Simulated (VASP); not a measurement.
Runs of VASP 6.6.1 on In. The structure is that of space group P6_3/mmc (No. 194), or close to it. The cells are those of the table. This isn't the form of In at room conditions, which is tetragonal.

| cell | gap on the mesh (eV) | pressure (GPa) |
| --- | --- | --- |
| a = 3.318, b = 3.318, c = 10.654 Å, angles 90.0, 90.0, 120.0°, 4 atoms | none | 1.7 |
| a = 3.224, b = 3.224, c = 10.349 Å, angles 90.0, 90.0, 120.0°, 4 atoms | none | 7.2 |
| a = 3.451, b = 3.451, c = 11.080 Å, angles 90.0, 90.0, 120.0°, 4 atoms | none | -2.6 |
| a = 3.408, b = 3.408, c = 10.942 Å, angles 90.0, 90.0, 120.0°, 4 atoms | none | -1.7 |
| a = 3.364, b = 3.364, c = 10.800 Å, angles 90.0, 90.0, 120.0°, 4 atoms | none | (a) |
| a = 3.272, b = 3.272, c = 10.504 Å, angles 90.0, 90.0, 120.0°, 4 atoms | none | (b) |
| a = 3.493, b = 3.493, c = 11.215 Å, angles 90.0, 90.0, 120.0°, 4 atoms | none | -3.6 |

Alike in all rows: task single point; level r2SCAN; potentials or basis VASP PAW PBE potentials, release 64 (In_d); no spin polarisation; k mesh 8 × 8 × 3; cutoff (eV) 520; smearing methfessel-paxton 0.15 eV.

Q: Fill in the values left out.

A: (a) 0.0; (b) 4.0.

Caveats: the PAW data sets were made with another functional, which shifts forces and pressure a little; spin-orbit coupling is left out, which moves the levels of the heavy elements; the cell stands under pressure (at least some runs); the cell stands under tension (at least some runs).

A k mesh can miss the band edges, and the runs leave out spin-orbit coupling on In.

A gap of «none» marks levels without a gap at the run's occupations.
